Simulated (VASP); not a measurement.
Runs of VASP 6.6.1 on TaN. The structure is that of space group P6_3mc (No. 186), or close to it. The cells are those of the table. 

| task | potentials or basis | spin | cell | cutoff (eV) | second run | gap on the mesh (eV) | pressure (GPa) | largest force (eV/Å) |
| --- | --- | --- | --- | --- | --- | --- | --- | --- |
| single point | VASP PAW PBE potentials, release 64 (Ta_sv_GW, N) | off | a = 3.122, b = 3.122, c = 6.092 Å, angles 90.0, 90.0, 120.0°, 4 atoms | 600 | valence_matched | none | 0.1 | (a) |
| single point | VASP PAW PBE potentials, release 64 (Ta_pv, N) | collinear, ferromagnetic start | a = 3.050, b = 3.050, c = 4.940 Å, angles 90.0, 90.0, 120.0°, 4 atoms | 600 | - | none | 132.4 | 2.28 |
| relaxation of cell and atoms | VASP PAW PBE potentials, release 64 (Ta_pv, N) | off | relaxed from a = 3.050, b = 3.050, c = 4.940 Å, angles 90.0, 90.0, 120.0°, 4 atoms | 600 | - | none | 0.1 | 0.02 |
| single point | VASP PAW PBE potentials, release 64 (Ta_pv, N) | off | a = 3.122, b = 3.122, c = 6.092 Å, angles 90.0, 90.0, 120.0°, 4 atoms | 520 | - | none | 0.7 | 0.02 |
| single point | VASP PAW PBE potentials, release 64 (Ta_pv, N) | off | a = 3.050, b = 3.050, c = 4.940 Å, angles 90.0, 90.0, 120.0°, 4 atoms | 520 | - | none | 132.4 | 2.28 |

Alike in all rows: level PBE+D3(BJ); k mesh 6 × 6 × 4; smearing gaussian 0.1 eV.

Fill in the values left out.

(a) 0.01.

Caveats: all runs use coarse meshes; spin-orbit coupling is left out, which moves the levels of the heavy elements; pairwise dispersion overbinds metals, which lowers pressure and volume; forces of over 1 eV/Å act on the atoms, so gaps and moduli don't describe the material at rest (some runs); the relaxation stopped at a loose force limit of 0.05 eV/Å, so its end isn't a converged minimum (some runs).

A k mesh can miss the band edges, and the runs leave out spin-orbit coupling on Ta.

A gap of «none» marks levels without a gap at the run's occupations.

The runs don't all hold the same shells in valence.
